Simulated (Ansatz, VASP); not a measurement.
## Na: VASP beside Ansatz

File INCAR:

```
SYSTEM = Na
PREC = Accurate
ENCUT = 520
EDIFF = 1E-6
ISMEAR = -1
SIGMA = 0.05
LREAL = .False.
LASPH = .True.
NELM = 100
ALGO = Normal
ISIF = 2
LWAVE = .False.
LCHARG = .False.
GGA = PE
NBANDS = 10
```

KPOINTS

```
Automatic mesh
0
Gamma
  13 13 13
  0 0 0
```

Contents of POSCAR:

```
Na
1.0
   -2.0110191773      2.0110191773      2.0110191773
    2.0110191773     -2.0110191773      2.0110191773
    2.0110191773      2.0110191773     -2.0110191773
Na
1
Direct
    0.0000000000      0.0000000000      0.0000000000
```

Input for Ansatz:

```yaml
crystal:
  lattice:
    - [-2.0110191773, 2.0110191773, 2.0110191773]
    - [2.0110191773, -2.0110191773, 2.0110191773]
    - [2.0110191773, 2.0110191773, -2.0110191773]
  atoms:
    - { symbol: Na, position: [0.0, 0.0, 0.0] }
kpoints:
  mp_grid: { grid: [13, 13, 13] }
scf:
  occupations: { method: fermi_dirac, width: 0.05 }
hamiltonian:
  xc: pbe
  pseudopotentials: { kind: all_electron, lapw: { basis_error: 0.001 } }
output:
  forces: true
  stress: true
  eigenvalues: true
  populations: true
```

Change from the starting cell: volume scaled by 0.88, LAPW.

Alike in both runs: task single point; functional PBE; k mesh 13 × 13 × 13; occupations fermi-dirac, width 0.05 eV; no spin polarisation.

```csv
,VASP,Ansatz
version,VASP 6.6.1,Ansatz 0.2.0
potentials or method,"VASP PAW PBE potentials, release 64 (Na_pv), cutoff 520 eV","all-electron LAPW, scalar-relativistic"
```

```tsv
	VASP	Ansatz	Ansatz less VASP
pressure (GPa)	1.2	1.3	+0.05
```

Ansatz ran all-electron here, and VASP with PAW potentials.
